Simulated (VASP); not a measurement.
The system is TiB2.

```
Ti B
1.0
     3.02920    0.00000    0.00000
    -1.51460    2.62336    0.00000
     0.00000    0.00000    3.22840
Ti B
1 2
Direct
  0.00000 0.00000 0.00000
  0.66667 0.33333 0.50000
  0.33333 0.66667 0.50000
```

* Program: VASP 6.6.1
* Task: relaxation of cell and atoms
* Functional: LDA
* Potentials or basis: VASP PAW LDA potentials, release 64 (Ti_sv, B)
* Cutoff: 600 eV
* k mesh: 10 × 10 × 8
* Occupations: fermi-dirac, width 0.05 eV
* Spin: no spin polarisation
* Hubbard terms: Ti d U = 8.0 eV

At the start: pressure 5.7 GPa; volume 8.55 Å³/atom.

Task: Where does the relaxation end?

Result: Over 5 steps the energy falls by 6.0 meV/atom and the volume is 8.75 Å³/atom (+2.4 %); space group P6/mmm (No. 191, to 0.1 Å) before and after.

Step by step:
```
step  energy change (eV)  largest force (eV/Å)  pressure (GPa)  volume (Å³)
   1              0.0000                0.0000            5.73        25.66
   2             -0.0089                0.0000           -5.21        26.80
   3             -0.0159                0.0000           -1.05        26.34
   4             -0.0180                0.0000            0.19        26.25
   5             -0.0181                0.0000            0.02        26.26
```

Final structure:
```cif
data_structure
_symmetry_space_group_name_H-M 'P 1'
_symmetry_Int_Tables_number 1
_cell_length_a 3.0325
_cell_length_b 3.0325
_cell_length_c 3.2974
_cell_angle_alpha 90.000
_cell_angle_beta 90.000
_cell_angle_gamma 120.000
_cell_volume 26.26
loop_
_atom_site_label
_atom_site_type_symbol
_atom_site_fract_x
_atom_site_fract_y
_atom_site_fract_z
_atom_site_occupancy
Ti1 Ti 0.00000 0.00000 0.00000 1
B1 B 0.66667 0.33333 0.50000 1
B2 B 0.33333 0.66667 0.50000 1
```

Caveat: U without spin polarisation on a metal has little footing; the U is typed as a test and isn't derived for this compound.
